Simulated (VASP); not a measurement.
Wanted: the native input for a VASP 6.6.1 run.

| Property | Result |
| --- | --- |
| Task | relaxation of cell and atoms |
| Functional | r2SCAN |
| Potentials or basis | VASP PAW PBE potentials, release 64 (Al, N) |
| Cutoff | 600 eV |
| k mesh | 8 × 8 × 8 |
| Occupations | gaussian, width 0.05 eV |
| Spin | no spin polarisation |
| Dipole correction | no |
| Further INCAR settings | ALGO = Normal; EDIFF = 1e-07; IBRION = 2; EDIFFG = -0.01; NSW = 100; ISIF = 3 |

AlN:

```
Al N
1.0
     0.10717    2.22507    2.16753
     2.06850    0.11815    2.15655
     2.25271    2.39831   -0.06606
Al N
1 1
Cartesian
  0.0045 -0.0069 0.0054
  3.3168 3.5630 3.1881
```

These files were run (other wordings do the same):

POSCAR

```
AlN
1.0
    0.1071741231      2.2250745950      2.1675300370
    2.0685014751      0.1181545781      2.1565495820
    2.2527133883      2.3983060532     -0.0660573351
Al N
1 1
Direct
   -0.0015515374      0.0040312659     -0.0016331834
    0.7515515374      0.7459687341      0.7516331834
```

INCAR.step1

```
  ALGO = Normal
  EDIFF = 1E-4
  ENCUT = 600
  GGA = PE
  ISMEAR = 0
  LASPH = True
  LCHARG = False
  LREAL = False
  LWAVE = True
  NELM = 100
  PREC = Accurate
  SIGMA = 0.05
```

INCAR.step2

```
  ALGO = Normal
  EDIFF = 1E-7
  EDIFFG = -0.01
  ENCUT = 600
  IBRION = 2
  ISIF = 3
  ISMEAR = 0
  ISTART = 1
  LASPH = True
  LCHARG = False
  LMIXTAU = True
  LREAL = False
  LWAVE = False
  METAGGA = R2SCAN
  NELM = 100
  NSW = 100
  PREC = Accurate
  SIGMA = 0.05
```

KPOINTS

```
k-points
0
Gamma
  8 8 8
```

Potentials or basis: VASP PAW PBE potentials, release 64 (Al, N).

The run is started by

```console
$ cat potpaw_PBE.64/Al/POTCAR potpaw_PBE.64/N/POTCAR > POTCAR
$ cp INCAR.step1 INCAR
$ mpirun -np 1 vasp_std > vasp.out
$ cp INCAR.step2 INCAR
$ mpirun -np 1 vasp_std > vasp.out
```

Results of the run:

```yaml
Relaxed_volume: 10.41 Å³/atom
Relaxed_cell: a = 3.088 Å, b = 3.088 Å, c = 3.087 Å, α = 60.01°, β = 60.02°, γ = 59.99°
Space_group_after_relaxing_to_0.1_Å: F-43m (No. 216)
Energy_gained_by_relaxing: 172.1 meV/atom
Ionic_steps: 13
Pressure_after_relaxing: 0.1 GPa
Largest_force_after_relaxing: 0.008 eV/Å
Band_gap_on_the_k_mesh: 3.93 eV (least direct gap 4.90 eV)
```

Caveat: the PAW data sets were made with another functional, which shifts forces and pressure a little.

Wall time 20 min on 1 thread of Intel(R) Xeon(R) 6975P-C (Granite Rapids), on a shared host, peak memory 0.2 GiB.
